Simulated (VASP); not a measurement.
# SnGe5 (P-3m1) in VASP: a series of runs

The runs below take SnGe5 through single point, relaxation of cell and atoms, with PBE.

Everything below comes from runs of VASP 6.6.1. Logs are shortened: lines on timing, memory, paths and dates and some standing lists are left out, and cuts for length are marked.

## 1. The cell of the first run

Symmetry: P-3m1, No. 164, trigonal system. Conventional cell: a = 3.162 Å, b = 3.162 Å, c = 14.820 Å, α = 90.00°, β = 90.00°, γ = 120.00°. Within 4.2 Å of Sn (site symmetry -3m) lie 6 Sn at 3.16 Å and 6 Ge at 3.45 Å. Ge (site symmetry 3m) has 12 Ge at 2.79 to 3.16 Å within 3.7 Å. Ge (site symmetry -3m) has 12 Ge at 3.00 to 3.16 Å within 3.9 Å. Ge (site symmetry 3m) has 9 Ge at 2.79 to 3.16 Å and 3 Sn at 3.45 Å within 3.7 Å.

## 2. Single point, PBE

INCAR reads:

```
SYSTEM = SnGe5
PREC = Accurate
ENCUT = 520
EDIFF = 1E-6
ISMEAR = 0
SIGMA = 0.1
LREAL = .False.
LASPH = .True.
NELM = 80
ALGO = Normal
ISIF = 2
LWAVE = .False.
LCHARG = .True.
GGA = PE
LELF = .True.
LVHAR = .True.
NBANDS = 51
```

KPOINTS reads:

```
Automatic mesh
0
Gamma
  6 6 2
  0 0 0
```

POSCAR reads:

```
SnGe5
1.0
    3.1619734278      0.0000000000      0.0000000000
   -1.5809867139      2.7383493146      0.0000000000
    0.0000000000      0.0000000000     14.8197048109
Sn Ge
1 5
Direct
    0.0000000000      0.0000000000      0.0000000000
    0.6666666667      0.3333333333      0.6603326294
    0.0000000000      0.0000000000      0.5000000000
    0.3333333333      0.6666666667      0.3396673706
    0.6666666667      0.3333333333      0.1971487022
    0.3333333333      0.6666666667      0.8028512978
```

Potentials or basis: VASP PAW PBE potentials, release 64 (Sn_d, Ge_d).

The run is started by

```
cat potpaw_PBE.64/Sn_d/POTCAR potpaw_PBE.64/Ge_d/POTCAR > POTCAR
mpirun -np 1 vasp_std > vasp.out
```

OUTCAR:

```text
SYSTEM = SnGe5
   PREC = Accurate
   ENCUT = 520
   EDIFF = 1E-6
   ISMEAR = 0
   LREAL = .False.
   LASPH = .True.
   NELM = 80
   ISIF = 2
   GGA = PE

 ion  position               nearest neighbor table
   1  0.000  0.000  0.000-
   2  0.667  0.333  0.660-   6 2.79   6 2.79   6 2.79
   3  0.000  0.000  0.500-
   4  0.333  0.667  0.340-   5 2.79   5 2.79   5 2.79
   5  0.667  0.333  0.197-   4 2.79   4 2.79   4 2.79
   6  0.333  0.667  0.803-   2 2.79   2 2.79   2 2.79

  LATTYP: Found a hexagonal cell.
 ALAT       =     3.1619734278
 C/A-ratio  =     4.6868530521

  Lattice vectors:

 A1 = (   3.1619734278,   0.0000000000,   0.0000000000)
 A2 = (  -1.5809867139,   2.7383493146,   0.0000000000)
 A3 = (   0.0000000000,   0.0000000000,  14.8197048109)

Analysis of symmetry for initial positions (statically):
=====================================================================
 Subroutine PRICEL returns:
 Original cell was already a primitive cell.

 Routine SETGRP: Setting up the symmetry group for a
 hexagonal supercell.

 Subroutine GETGRP returns: Found 12 space group operations
 (whereof 12 operations were pure point group operations)
 out of a pool of 24 trial point group operations.

The static configuration has the point symmetry D_3d.

Analysis of symmetry for dynamics (positions and initial velocities):
=====================================================================
 Subroutine PRICEL returns:
 Original cell was already a primitive cell.

 Routine SETGRP: Setting up the symmetry group for a
 hexagonal supercell.

 Subroutine GETGRP returns: Found 12 space group operations
 (whereof 12 operations were pure point group operations)
 out of a pool of 24 trial point group operations.

The dynamic configuration has the point symmetry D_3d.

 Subroutine INISYM returns: Found 12 space group operations
 (whereof 12 operations are pure point group operations),
 and found     1 'primitive' translations

----------------------------------------------------------------------------------------

                                     Primitive cell

[... 83 lines left out ...]
   LSORBIT =      F    spin-orbit coupling
   LASPH  =      T    aspherical Exc in radial PAW
   ENCUT  =  520.0 eV  38.22 Ry    6.18 a.u.   5.88  5.88 27.55*2*pi/ulx,y,z
   NELM   =     80;   NELMIN=  2; NELMDL= -5     # of ELM steps
   EDIFF  = 0.1E-05   stopping-criterion for ELM
   LREAL  =      F    real-space projection
   EDIFFG = 0.1E-04   stopping-criterion for IOM
   NSW    =      0    number of steps for IOM
   IBRION =     -1    ionic relax: 0-MD 1-quasi-New 2-CG
   NFREE  =      0    steps in history (QN), initial steepest desc. (CG)
   ISIF   =      2    stress and relaxation
   ISYM   =      2    0-nonsym 1-usesym 2-fastsym
   POTIM  = 0.5000    time-step for ionic-motion
   TEBEG  =    0.0;   TEEND  =   0.0 temperature during run
   PSTRESS=    0.0 pullay stress
   NELECT =      84.0000    total number of electrons
   NUPDOWN=      -1.0000    fix difference up-down
   EMIN   =  10.00;   EMAX   =-10.00  energy-range for DOS
   EFERMI =   0.00;   METHOD = LEGACY
   ISMEAR =     0;   SIGMA  =   0.10  broadening in eV -4-tet -1-fermi 0-gaus
   EFERMI_NEDOS =   21; number of points for ismear=-14 and -15
   IALGO  =     38    algorithm
   IMIX   =      4    mixing-type and parameters
     AMIX     =   0.40;   BMIX     =  1.00
     AMIX_MAG =   1.60;   BMIX_MAG =  1.00
  volume/ion in A,a.u.               =      21.39       144.32
  Fermi-wavevector in a.u.,A,eV,Ry     =   1.421474  2.686197 27.491790  2.020590
  Thomas-Fermi vector in A             =   2.542280
   LORBIT       =      0    0 simple, 1 ext, 2 COOP (PROOUT), +10 PAW based schemes
   GGA     = PE    functional components
   LHFCALC =     F    Hartree Fock is set to
   AEXX    =    0.0000 exact exchange contribution
   IVDW    =     0    specifies the selected vdW correction
   LEPSILON=     F    determine dielectric tensor
   LRPA    =     F    only Hartree local field effects (RPA)
 non-spin polarized calculation
 Gauss-broadening in eV      SIGMA  =   0.10
  energy-cutoff  :      520.00
  volume of cell :      128.32
 maximum number of plane-waves:      3476
 NGX is ok and might be reduce to    24
   NGX = 11   NGY = 11   NGZ = 55

 number of electron      84.0000041 magnetization

 Free energy of the ion-electron system (eV)
  ---------------------------------------------------
  ext. energy  EPLUGINS =         0.00000000
  ---------------------------------------------------
  free energy    TOTEN  =       -24.61648685 eV

  energy without entropy =      -24.61241300  energy(sigma->0) =      -24.61444992

 E-fermi :   6.5335     XC(G=0): -10.7984

 val. band max:        6.3506763626   @ k =   0.3333   0.3333   0.5000
 cond. band min:       6.6251275927   @ k =   0.1667   0.1667   0.5000
 fundamental gap:      0.2744512301
 Fermi energy:         6.5335422265

 k-point     1 :       0.0000    0.0000    0.0000
  band No.  band energies     occupation
      1     -18.2869      2.00000
      2     -18.2869      2.00000
      3     -18.2814      2.00000
      4     -18.2555      2.00000
      5     -18.2555      2.00000
      6     -18.1889      2.00000
[... 745 lines left out ...]
     50       9.6562      0.00000
     51       9.7550      0.00000

------------------------ aborting loop because EDIFF is reached ----------------------------------------

  FORCE on cell =-STRESS in cart. coord.  units (eV):
  Direction    XX          YY          ZZ          XY          YZ          ZX
  --------------------------------------------------------------------------------------
  -------------------------------------------------------------------------------------
  Total        0.2020448      0.2020448     -0.3402814      0.0000000      0.0000000      0.0000000
  in kB        2.5227348      2.5227348     -4.2487602      0.0000000      0.0000000      0.0000000
  external PRESSURE =       0.2655698 kB  Pullay stress =       0.0000000 kB

 VOLUME and BASIS-vectors are now :
 -----------------------------------------------------------------------------
  energy-cutoff  :      520.00
  volume of cell :      128.32
      direct lattice vectors                 reciprocal lattice vectors
     3.161973428  0.000000000  0.000000000     0.316258192  0.182591752  0.000000000
    -1.580986714  2.738349315  0.000000000     0.000000000  0.365183505  0.000000000
     0.000000000  0.000000000 14.819704811     0.000000000  0.000000000  0.067477727

 POSITION                                       TOTAL-FORCE (eV/Angst)
 -----------------------------------------------------------------------------------
      0.00000      0.00000      0.00000        -0.000000     -0.000000     -0.000000
      1.58099      0.91278      9.78593        -0.000000     -0.000000      0.003467
      0.00000      0.00000      7.40985        -0.000000     -0.000000     -0.000000
     -0.00000      1.82557      5.03377        -0.000000      0.000000     -0.003467
      1.58099      0.91278      2.92169        -0.000000     -0.000000     -0.026742
     -0.00000      1.82557     11.89802         0.000000      0.000000      0.026742
 -----------------------------------------------------------------------------------
    total drift:                                0.000000     -0.000000      0.000000

  FREE ENERGIE OF THE ION-ELECTRON SYSTEM (eV)
  ---------------------------------------------------
  free  energy   TOTEN  =       -24.6164868462 eV

  energy  without entropy=      -24.6124129979  energy(sigma->0) =      -24.61444992
```

stdout:

```text
POSCAR found type information on POSCAR SnGe
 POSCAR found :  2 types and       6 ions
 scaLAPACK will be used
 LDA part: xc-table for (Slater+PW92), standard interpolation
 POSCAR, INCAR and KPOINTS ok, starting setup
 FFT: planning ... GRIDC
 FFT: planning ... GRID_SOFT
 FFT: planning ... GRID
 WAVECAR not read
 entering main loop
```

It took 2.5 min on 1 thread of Intel Xeon 8259CL, shared host; peak memory 0.27 GiB.

Results:

| Quantity | Value |
| --- | --- |
| Free energy | -24.6165 eV |
| Pressure | 0.0 GPa |
| Largest force | 0.027 eV/Å |
| Band gap on the k mesh | zero (bands 42 and 43 overlap by 7.04 eV) |

Forces in eV/Å, atoms in the order of the input:
```
Sn   0.000  0.000  0.000
Ge   0.000  0.000  0.003
Ge   0.000  0.000  0.000
Ge   0.000  0.000 -0.003
Ge   0.000  0.000 -0.027
Ge   0.000  0.000  0.027
```

Stress tensor (GPa, compression positive):
```
 0.25  0.00  0.00
 0.00  0.25  0.00
 0.00  0.00 -0.42
```

Caveat: the k points lie up to 0.38 Å⁻¹ apart, too coarse for converged energies and pressures of a metal; spin-orbit coupling is left out, which moves the levels of the heavy elements.

## 3. Relaxation of cell and atoms, PBE

This run uses another cell than the first one, of 20.75 Å³/atom.

INCAR reads:

```
ALGO = Normal
EDIFF = 1E-6
EDIFFG = -0.04
ENCUT = 600
GGA = PE
IBRION = 2
ISIF = 3
ISMEAR = 0
LASPH = True
LCHARG = False
LREAL = False
LWAVE = False
NELM = 100
NSW = 90
PREC = Accurate
SIGMA = 0.1
```

KPOINTS reads:

```
k-points
0
Gamma
  6 6 1
```

POSCAR reads:

```
SnGe5
1.0
    3.0843953900      0.0000000000      0.0000000000
   -1.5421977000      2.6711647600      0.0000000000
    0.0000000000      0.0000000000     15.1103897500
Sn Ge
1 5
Direct
    0.0000000000      0.0000000000      0.0000000000
    0.6666666700      0.3333333300      0.6666666700
    0.0000000000      0.0000000000      0.5000000000
    0.3333333300      0.6666666700      0.3333333300
    0.6666666700      0.3333333300      0.1666666700
    0.3333333300      0.6666666700      0.8333333300
```

Potentials or basis: VASP PAW PBE potentials, release 64 (Sn_d, Ge_d).

The run is started by

```
cat potpaw_PBE.64/Sn_d/POTCAR potpaw_PBE.64/Ge_d/POTCAR > POTCAR
mpirun -np 1 vasp_std > vasp.out
```

It took 37 min on 1 thread of Intel Xeon 8259CL, shared host; peak memory 0.34 GiB.

Results (log left out):

- Free energy: -24.7317 eV
- Relaxed volume: 21.13 Å³/atom
- Relaxed cell: a = 3.332 Å, b = 3.332 Å, c = 13.192 Å, α = 90.00°, β = 90.00°, γ = 120.00°
- Space group after relaxing (to 0.1 Å): P-3m1 (No. 164)
- Energy gained by relaxing: 97.1 meV/atom
- Ionic steps: 23
- Pressure after relaxing: 0.0 GPa
- Largest force after relaxing: 0.034 eV/Å
- Band gap on the k mesh: zero (bands 42 and 43 overlap by 5.76 eV)

Forces in eV/Å, atoms in the order of the input:
```
Sn   0.000  0.000  0.000
Ge   0.000  0.000  0.034
Ge   0.000  0.000  0.000
Ge   0.000  0.000 -0.034
Ge   0.000  0.000 -0.002
Ge   0.000  0.000  0.002
```

Stress tensor (GPa, compression positive):
```
-0.10  0.00  0.00
 0.00 -0.10  0.00
 0.00  0.00  0.06
```

Step by step:
| step | energy change (eV) | largest force (eV/Å) | pressure (GPa) | volume (Å³) |
| --- | --- | --- | --- | --- |
| 1 | 0.0000 | 0.7026 | 2.56 | 124.49 |
| 2 | -0.0933 | 0.6161 | -0.50 | 130.57 |
| 3 | -0.0973 | 0.5966 | -1.51 | 132.55 |
| 4 | -0.1802 | 0.5857 | -1.66 | 132.47 |
| 5 | -0.3393 | 0.2561 | -1.24 | 131.99 |
| 6 | -0.3580 | 0.2395 | -1.02 | 131.76 |
| 7 | -0.3585 | 0.3135 | -0.88 | 131.66 |
| 8 | -0.3822 | 0.3089 | 0.79 | 127.10 |
| 9 | -0.3824 | 0.3076 | 0.81 | 126.66 |
| 10 | -0.4060 | 0.2731 | 0.93 | 125.98 |
| 11 | -0.5019 | 0.1685 | 1.45 | 123.88 |
| 12 | -0.4526 | 0.2209 | 4.38 | 119.54 |
| 13 | -0.5383 | 0.1055 | 2.49 | 122.28 |
| 14 | -0.5607 | 0.0653 | 1.89 | 123.17 |
| 15 | -0.5670 | 0.0495 | 1.54 | 123.94 |
| 16 | -0.5762 | 0.0456 | 1.05 | 124.93 |
| 17 | -0.5819 | 0.0487 | -0.09 | 126.86 |
| 18 | -0.5821 | 0.0517 | -0.09 | 126.60 |
| 19 | -0.5802 | 0.0491 | 0.63 | 125.67 |
| 20 | -0.5820 | 0.0470 | 0.21 | 126.43 |
| 21 | -0.5820 | 0.0484 | 0.13 | 126.52 |
| 22 | -0.5823 | 0.0429 | 0.11 | 126.61 |
| 23 | -0.5825 | 0.0341 | -0.05 | 126.80 |

Final structure:
```xyz
6
Lattice="3.3315 0.0000 0.0000 -1.6658 2.8852 0.0000 0.0000 0.0000 13.1921" Properties=species:S:1:pos:R:3 pbc="T T T"
Sn   -1.6658    2.8852    0.0000
Ge    1.6658    0.9617    8.6885
Ge   -1.6658    2.8852    6.5961
Ge    0.0000    1.9235    4.5036
Ge    1.6658    0.9617    2.4806
Ge    0.0000    1.9235   10.7115
```

Levels at points of the mesh, in eV from the Fermi level:
```
           k point  band 39  band 40  band 41  band 42  band 43  band 44  band 45  band 46
(0.00, 0.00, 0.00)     1.34     3.50     3.50     3.84     3.84     4.45     4.45     5.48
(0.50, 0.00, 0.00)    -3.59    -3.37    -0.63    -0.59     0.33     0.52     0.97     1.12
```

Caveat: the k points lie up to 0.48 Å⁻¹ apart in the final cell, too coarse for converged energies and pressures of a metal; spin-orbit coupling is left out, which moves the levels of the heavy elements.

The gap in the log of VASP goes by the Fermi energy; the results here count the filled bands.